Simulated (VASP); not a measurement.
Input of a VASP 6.6.1 run:

POSCAR

```
Ag2ClF
1.0
    1.9625646115      1.1330872067      5.3810692714
   -1.9625646115      1.1330872067      5.3810692714
    0.0000000000     -2.2661744135      5.3810692714
F Cl Ag
1 1 2
Direct
    1.0000000000      0.0000000000      0.0000000000
    0.5000000000      0.5000000000      0.5000000000
    0.2656404912      0.2656404912      0.2656404912
    0.7343595088      0.7343595088      0.7343595088
```

File INCAR.step1:

```
SYSTEM = Ag2ClF
PREC     = Accurate       ! precision mode
ENCUT    = 520            ! plane-wave cutoff, eV
ISMEAR   = -1             ! smearing method
SIGMA    = 0.02           ! smearing width, eV
LREAL    = .FALSE.        ! projectors in reciprocal space
LASPH    = .TRUE.         ! aspherical terms in the spheres
NELM     = 80             ! most SCF steps
NBANDS   = 26             ! bands
GGA      = PE             ! functional
ALGO     = Normal         ! electronic algorithm
EDIFF    = 1E-4           ! SCF threshold, eV
LWAVE    = .TRUE.         ! write WAVECAR
LCHARG   = .FALSE.        ! write CHGCAR
```

INCAR.step2

```
SYSTEM = Ag2ClF
PREC     = Accurate       ! precision mode
ENCUT    = 520            ! plane-wave cutoff, eV
EDIFF    = 1E-7           ! SCF threshold, eV
ISMEAR   = -1             ! smearing method
SIGMA    = 0.02           ! smearing width, eV
LREAL    = .FALSE.        ! projectors in reciprocal space
LASPH    = .TRUE.         ! aspherical terms in the spheres
NELM     = 80             ! most SCF steps
ALGO     = Normal         ! electronic algorithm
ISIF     = 2              ! what is computed and relaxed
LWAVE    = .FALSE.        ! write WAVECAR
LCHARG   = .TRUE.         ! write CHGCAR
METAGGA  = R2SCAN         ! meta-GGA
LMIXTAU  = .TRUE.       
LELF     = .TRUE.         ! ELF
LVHAR    = .TRUE.       
NBANDS   = 26             ! bands
ISTART   = 1
```

The input KPOINTS:

```
regular mesh
0
G
  6 6 6
  0 0 0
```

Potentials or basis: VASP PAW PBE potentials, release 64 (F, Cl, Ag).

The run is started by

```console
$ cat potpaw_PBE.64/F/POTCAR potpaw_PBE.64/Cl/POTCAR potpaw_PBE.64/Ag/POTCAR > POTCAR
$ cp INCAR.step1 INCAR
$ mpirun -np 1 vasp_std > vasp.out
$ cp INCAR.step2 INCAR
$ mpirun -np 1 vasp_std > vasp.out
```

Task: What does it give for the band gap on the k mesh?

Result: 0.36 eV, direct.

Task: What does it give for the pressure?

Result: -1.8 GPa.

Stress tensor (GPa, compression positive):
```
-1.97  0.00  0.00
 0.00 -1.97  0.00
 0.00  0.00 -1.60
```

Caveat: the PAW data sets were made with another functional, which shifts forces and pressure a little. A k mesh can miss the band edges.
